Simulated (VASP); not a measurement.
# ZrSi2O6: single point with PBE

ZrSi2O6:

```xyz
9
Lattice="-1.6864 1.6864 7.2528 1.6864 -1.6864 7.2528 1.6864 1.6864 -7.2528" Properties=species:S:1:pos:R:3 pbc="T T T"
Zr    0.0000    0.0000    7.2528
Si    0.0000    0.0000   12.0303
Si    0.0000    0.0000    2.4753
O     0.0000    1.6864    5.9090
O     0.0000    1.6864    1.3438
O     1.6864    0.0000    3.6264
O     1.6864    0.0000    1.3438
O     0.0000    1.6864    3.6264
O     1.6864    0.0000    5.9090
```

```
Program                : VASP 6.6.1
Task                   : single point
Functional             : PBE
Potentials or basis    : VASP PAW PBE potentials, release 64 (Zr_sv, Si, O)
Cutoff                 : 520 eV
k mesh                 : 14 × 14 × 14
Occupations            : gaussian, width 0.02 eV
Spin                   : no spin polarisation
Dipole correction      : no
Further INCAR settings : ALGO = Normal; EDIFF = 1e-06; NBANDS = 38
```

| Item | Value |
| --- | --- |
| Pressure | 0.4 GPa |
| Largest force | 0.004 eV/Å |
| Band gap on the k mesh | 0.32 eV (least direct gap 0.59 eV) |

Forces on the atoms (eV/Å):
```
Zr   0.000  0.000  0.000
Si   0.000  0.000 -0.003
Si   0.000  0.000  0.003
O    0.000  0.000 -0.004
O    0.000  0.000  0.004
O    0.000  0.000  0.000
O    0.000  0.000  0.004
O    0.000  0.000  0.000
O    0.000  0.000 -0.004
```

Levels at points of the mesh, in eV from the valence-band top:
```tsv
k point	band 26	band 27	band 28	band 29	band 30	band 31
(0.00, 0.00, 0.00)	-1.45	-0.63	-0.63	0.32	2.03	3.71
(0.50, 0.00, 0.00)	-2.22	-1.73	-0.97	3.63	4.06	4.66
(0.50, 0.50, 0.00)	-0.21	-0.15	0.00	0.59	3.69	5.13
(0.50, 0.50, 0.50)	-0.81	-0.81	-0.04	1.30	2.08	3.41
```

Run time: 34 min on 1 thread of Intel(R) Xeon(R) Platinum 8488C (Sapphire Rapids), on a shared host, peak memory 0.92 GiB.

Caveat: semilocal functionals underestimate gaps, and a narrow one can read as zero. A k mesh can miss the band edges.
